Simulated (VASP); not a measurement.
# Sb (P6_3/mmc) in VASP: notebook

The runs below take Sb through single point, with PBEsol.

Everything below comes from runs of VASP 6.6.1. Logs are shortened: lines on timing, memory, paths and dates and some standing lists are left out, and cuts for length are marked.

## (1) The cell of the first run

It takes space group P6_3/mmc (No. 194, hexagonal). The conventional cell has a = 3.154 Å, b = 3.154 Å, c = 10.675 Å, α = 90.00°, β = 90.00°, γ = 120.00°. Within 4.2 Å of Sb (site symmetry -3m) lie 12 Sb at 3.15 to 3.23 Å. Within 4.2 Å of Sb (site symmetry -6m2) lie 12 Sb at 3.15 to 3.23 Å.

## (2) Single point, PBEsol (volume scaled by 0.88)

Contents of INCAR:

```
SYSTEM = Sb
PREC     = Accurate       ! precision mode
ENCUT    = 520            ! plane-wave cutoff, eV
EDIFF    = 1E-7           ! SCF threshold, eV
ISMEAR   = -1             ! smearing method
SIGMA    = 0.1            ! smearing width, eV
LREAL    = .False.        ! projectors in reciprocal space
LASPH    = .True.         ! aspherical terms in the spheres
NELM     = 60             ! most SCF steps
ALGO     = Normal         ! electronic algorithm
ISIF     = 2              ! what is computed and relaxed
LWAVE    = .False.        ! write WAVECAR
LCHARG   = .True.         ! write CHGCAR
GGA      = PS             ! functional
LELF     = .True.         ! ELF
LVHAR    = .True.       
NBANDS   = 18             ! bands
```

Contents of KPOINTS:

```
Automatic mesh
0
Gamma
  12 12 4
  0 0 0
```

Contents of POSCAR:

```
Sb
1.0
    3.1542512280      0.0000000000      0.0000000000
   -1.5771256140      2.7316616933      0.0000000000
    0.0000000000      0.0000000000     10.6747320454
Sb
4
Direct
    0.0000000000      1.0000000000      0.0000000000
    0.0000000000      1.0000000000      0.5000000000
    0.3333333333      0.6666666667      0.2500000000
    0.6666666667      0.3333333333      0.7500000000
```

Potentials or basis: VASP PAW PBE potentials, release 64 (Sb).

On the command line:

```console
cat potpaw_PBE.64/Sb/POTCAR > POTCAR
mpirun -np 1 vasp_std > vasp.out
```

OUTCAR:

```text
SYSTEM = Sb
   PREC = Accurate
   ENCUT = 520
   EDIFF = 1E-7
   ISMEAR = -1
   LREAL = .False.
   LASPH = .True.
   NELM = 60
   ISIF = 2
   GGA = PS

 ion  position               nearest neighbor table
   1  0.000  0.000  0.000-   3 3.23   4 3.23   3 3.23   4 3.23   4 3.23   3 3.23
   2  0.000  0.000  0.500-   3 3.23   4 3.23   3 3.23   4 3.23   4 3.23   3 3.23
   3  0.333  0.667  0.250-   1 3.23   2 3.23   1 3.23   2 3.23   1 3.23   2 3.23
   4  0.667  0.333  0.750-   1 3.23   2 3.23   1 3.23   2 3.23   1 3.23   2 3.23

  LATTYP: Found a hexagonal cell.
 ALAT       =     3.1542512280
 C/A-ratio  =     3.3842364713

  Lattice vectors:

 A1 = (   3.1542512280,   0.0000000000,   0.0000000000)
 A2 = (  -1.5771256140,   2.7316616933,   0.0000000000)
 A3 = (   0.0000000000,   0.0000000000,  10.6747320454)

Analysis of symmetry for initial positions (statically):
=====================================================================
 Subroutine PRICEL returns:
 Original cell was already a primitive cell.

 Routine SETGRP: Setting up the symmetry group for a
 hexagonal supercell.

 Subroutine GETGRP returns: Found 24 space group operations
 (whereof 12 operations were pure point group operations)
 out of a pool of 24 trial point group operations.

The static configuration has the point symmetry D_3d.
 The point group associated with its full space group is D_6h.

Analysis of symmetry for dynamics (positions and initial velocities):
=====================================================================
 Subroutine PRICEL returns:
 Original cell was already a primitive cell.

 Routine SETGRP: Setting up the symmetry group for a
 hexagonal supercell.

 Subroutine GETGRP returns: Found 24 space group operations
 (whereof 12 operations were pure point group operations)
 out of a pool of 24 trial point group operations.

The dynamic configuration has the point symmetry D_3d.
 The point group associated with its full space group is D_6h.

 Subroutine INISYM returns: Found 24 space group operations
 (whereof 12 operations are pure point group operations),
 and found     1 'primitive' translations

----------------------------------------------------------------------------------------

                                     Primitive cell

  volume of cell :      91.9772

  direct lattice vectors                    reciprocal lattice vectors
     3.154251228  0.000000000  0.000000000     0.317032452  0.183038771  0.000000000
    -1.577125614  2.731661693  0.000000000     0.000000000  0.366077543  0.000000000
     0.000000000  0.000000000 10.674732045     0.000000000  0.000000000  0.093679166
[... 92 lines left out ...]
   IBRION =     -1    ionic relax: 0-MD 1-quasi-New 2-CG
   NFREE  =      0    steps in history (QN), initial steepest desc. (CG)
   ISIF   =      2    stress and relaxation
   ISYM   =      2    0-nonsym 1-usesym 2-fastsym
   POTIM  = 0.5000    time-step for ionic-motion
   TEBEG  =    0.0;   TEEND  =   0.0 temperature during run
   PSTRESS=    0.0 pullay stress
   NELECT =      20.0000    total number of electrons
   NUPDOWN=      -1.0000    fix difference up-down
   EMIN   =  10.00;   EMAX   =-10.00  energy-range for DOS
   EFERMI =   0.00;   METHOD = LEGACY
   ISMEAR =    -1;   SIGMA  =   0.10  broadening in eV -4-tet -1-fermi 0-gaus
   EFERMI_NEDOS =   21; number of points for ismear=-14 and -15
   IALGO  =     38    algorithm
   IMIX   =      4    mixing-type and parameters
     AMIX     =   0.40;   BMIX     =  1.00
     AMIX_MAG =   1.60;   BMIX_MAG =  1.00
  volume/ion in A,a.u.               =      22.99       155.17
  Fermi-wavevector in a.u.,A,eV,Ry     =   0.984445  1.860331 13.185840  0.969132
  Thomas-Fermi vector in A             =   2.115678
   LORBIT       =      0    0 simple, 1 ext, 2 COOP (PROOUT), +10 PAW based schemes
   GGA     = PS    functional components
   LHFCALC =     F    Hartree Fock is set to
   AEXX    =    0.0000 exact exchange contribution
   IVDW    =     0    specifies the selected vdW correction
   LEPSILON=     F    determine dielectric tensor
   LRPA    =     F    only Hartree local field effects (RPA)
 non-spin polarized calculation
  energy-cutoff  :      520.00
  volume of cell :       91.98
 maximum number of plane-waves:      2502
 NGX is ok and might be reduce to    24
   NGX = 11   NGY = 11   NGZ = 39

 number of electron      20.0000001 magnetization

 Free energy of the ion-electron system (eV)
  ---------------------------------------------------
  ext. energy  EPLUGINS =         0.00000000
  ---------------------------------------------------
  free energy    TOTEN  =       -16.92613048 eV

  energy without entropy =      -16.85665687  energy(sigma->0) =      -16.89139368

 E-fermi :  10.6026     XC(G=0): -11.0272

 val. band max:       10.5898727637   @ k =   0.2500   0.0833   0.2500
 cond. band min:      10.6619319571   @ k =   0.2500   0.1667   0.2500
 fundamental gap:      0.0720591934
 Fermi energy:        10.6026387145

 k-point     1 :       0.0000    0.0000    0.0000
  band No.  band energies     occupation
      1      -3.7072      2.00000
      2      -2.3669      2.00000
      3      -2.3595      2.00000
      4       0.5934      2.00000
      5       3.6066      2.00000
      6       9.2928      2.00000
[... 481 lines left out ...]
      5       6.0885      2.00000
      6       6.7956      2.00000
[... 10 lines left out ...]
     17      15.9334      0.00000
     18      16.3642      0.00000

 [... further k-points ...]

------------------------ aborting loop because EDIFF is reached ----------------------------------------

  FORCE on cell =-STRESS in cart. coord.  units (eV):
  Direction    XX          YY          ZZ          XY          YZ          ZX
  --------------------------------------------------------------------------------------
  -------------------------------------------------------------------------------------
  Total        7.4329538      7.4329538      5.9794326     -0.0000000      0.0000000     -0.0000000
  in kB      129.4767649    129.4767649    104.1574595     -0.0000000      0.0000000     -0.0000000
  external PRESSURE =     121.0369965 kB  Pullay stress =       0.0000000 kB

 VOLUME and BASIS-vectors are now :
 -----------------------------------------------------------------------------
  energy-cutoff  :      520.00
  volume of cell :       91.98
      direct lattice vectors                 reciprocal lattice vectors
     3.154251228  0.000000000  0.000000000     0.317032452  0.183038771  0.000000000
    -1.577125614  2.731661693  0.000000000     0.000000000  0.366077543  0.000000000
     0.000000000  0.000000000 10.674732045     0.000000000  0.000000000  0.093679166

 POSITION                                       TOTAL-FORCE (eV/Angst)
 -----------------------------------------------------------------------------------
      0.00000      0.00000      0.00000         0.000000      0.000000      0.000000
      0.00000      0.00000      5.33737         0.000000      0.000000      0.000000
     -0.00000      1.82111      2.66868        -0.000000     -0.000000     -0.000000
      1.57713      0.91055      8.00605         0.000000      0.000000      0.000000
 -----------------------------------------------------------------------------------
    total drift:                               -0.000000      0.000000      0.000000

  FREE ENERGIE OF THE ION-ELECTRON SYSTEM (eV)
  ---------------------------------------------------
  free  energy   TOTEN  =       -16.9261304796 eV

  energy  without entropy=      -16.8566568732  energy(sigma->0) =      -16.89139368
```

OSZICAR:

```text
N       E                     dE             d eps       ncg     rms          rms(c)
DAV:   1     0.853977616734E+02    0.85398E+02   -0.68278E+03  2052   0.886E+02
DAV:   2    -0.118204099960E+02   -0.97218E+02   -0.93756E+02  2694   0.156E+02
DAV:   3    -0.169046230372E+02   -0.50842E+01   -0.49749E+01  2610   0.383E+01
DAV:   4    -0.169561281525E+02   -0.51505E-01   -0.51458E-01  2408   0.443E+00
DAV:   5    -0.169566783844E+02   -0.55023E-03   -0.55021E-03  2450   0.532E-01    0.448E+00
DAV:   6    -0.169376436259E+02    0.19035E-01   -0.32762E-03  2384   0.262E-01    0.262E+00
DAV:   7    -0.169261683757E+02    0.11475E-01   -0.67900E-03  2322   0.371E-01    0.364E-02
DAV:   8    -0.169261398385E+02    0.28537E-04   -0.15065E-04  2354   0.676E-02    0.193E-02
DAV:   9    -0.169261313210E+02    0.85176E-05   -0.65540E-06  2370   0.147E-02    0.250E-03
DAV:  10    -0.169261311064E+02    0.21456E-06   -0.24372E-07  2168   0.270E-03    0.988E-04
DAV:  11    -0.169261306564E+02    0.45000E-06   -0.13533E-08  1280   0.673E-04    0.419E-04
DAV:  12    -0.169261304905E+02    0.16589E-06   -0.16143E-09  1208   0.277E-04    0.831E-05
DAV:  13    -0.169261304796E+02    0.10882E-07   -0.22067E-10  1186   0.109E-04
   1 F= -.16926130E+02 E0= -.16891394E+02  d E =-.694736E-01
```

stdout:

```text
POSCAR found type information on POSCAR Sb
 POSCAR found :  1 types and       4 ions
 scaLAPACK will be used
 -----------------------------------------------------------------------------
|                                                                             |
|                                                                             |
|     You enforced a specific xc type in the INCAR file but a different       |
|     I HOPE YOU KNOW WHAT YOU ARE DOING!                                     |
|                                                                             |
 -----------------------------------------------------------------------------

 LDA part: xc-table for (Slater+PW92), standard interpolation
 POSCAR, INCAR and KPOINTS ok, starting setup
 FFT: planning ... GRIDC
 FFT: planning ... GRID_SOFT
 FFT: planning ... GRID
 WAVECAR not read
 entering main loop
```

It took 54 s on 1 thread of Intel Xeon Platinum 8259CL at 2.50GHz (Skylake/Cascade Lake), shared host; peak memory 0.24 GiB.

What came out:

- Free energy: -16.9261 eV
- Pressure: 12.1 GPa
- Band gap on the k mesh: zero (band 10 reaches 16.25 eV, above the bottom of band 11 at 7.43 eV)

Caveat: the PAW data sets were made with another functional, which shifts forces and pressure a little; spin-orbit coupling is left out, which moves the levels of the heavy elements.

## (3) Single point, PBEsol (volume scaled by 0.92)

Contents of INCAR:

```
  PREC = Accurate
  ENCUT = 520
  EDIFF = 1E-6
  ISMEAR = -1
  SIGMA = 0.1
  LREAL = F
  LASPH = T
  NELM = 100
  ALGO = Normal
  ISIF = 2
  LWAVE = F
  LCHARG = F
  GGA = PS
  NBANDS = 18
```

Contents of KPOINTS:

```
regular mesh
0
Gamma
  12 12 4
```

Contents of POSCAR:

```
Sb
1.0
    3.2013365463      0.0000000000      0.0000000000
   -1.6006682732      2.7724387752      0.0000000000
    0.0000000000      0.0000000000     10.8340798970
Sb
4
Direct
    0.0000000000      1.0000000000      0.0000000000
    0.0000000000      1.0000000000      0.5000000000
    0.3333333333      0.6666666667      0.2500000000
    0.6666666667      0.3333333333      0.7500000000
```

Potentials or basis: VASP PAW PBE potentials, release 64 (Sb).

On the command line:

```console
cat potpaw_PBE.64/Sb/POTCAR > POTCAR
mpirun -np 1 vasp_std > vasp.out
```

Run time: 48 s. Hardware: 1 thread of Intel Xeon Platinum 8259CL at 2.50GHz (Skylake/Cascade Lake), shared host; peak memory 0.24 GiB.

Results (log left out):

- Free energy: -17.1761 eV
- Pressure: 7.2 GPa
- Band gap on the k mesh: zero (band 10 reaches 15.29 eV, above the bottom of band 11 at 6.94 eV)

Stress tensor (GPa, compression positive):
```
7.90 0.00 0.00
0.00 7.90 0.00
0.00 0.00 5.90
```

Levels at points of the mesh, in eV from the Fermi level:
```csv
k point,band 8,band 9,band 10,band 11,band 12,band 13
"(0.00, 0.00, 0.00)",4.61,4.61,5.35,5.35,5.44,5.44
"(0.50, 0.00, 0.00)",-3.92,-2.08,-1.18,0.70,1.87,2.00
"(0.00, 0.00, 0.50)",2.73,4.83,4.83,4.83,4.83,6.06
"(0.50, 0.00, 0.50)",-5.02,-0.55,-0.55,1.04,1.04,1.06
```

Caveat: the PAW data sets were made with another functional, which shifts forces and pressure a little; spin-orbit coupling is left out, which moves the levels of the heavy elements.
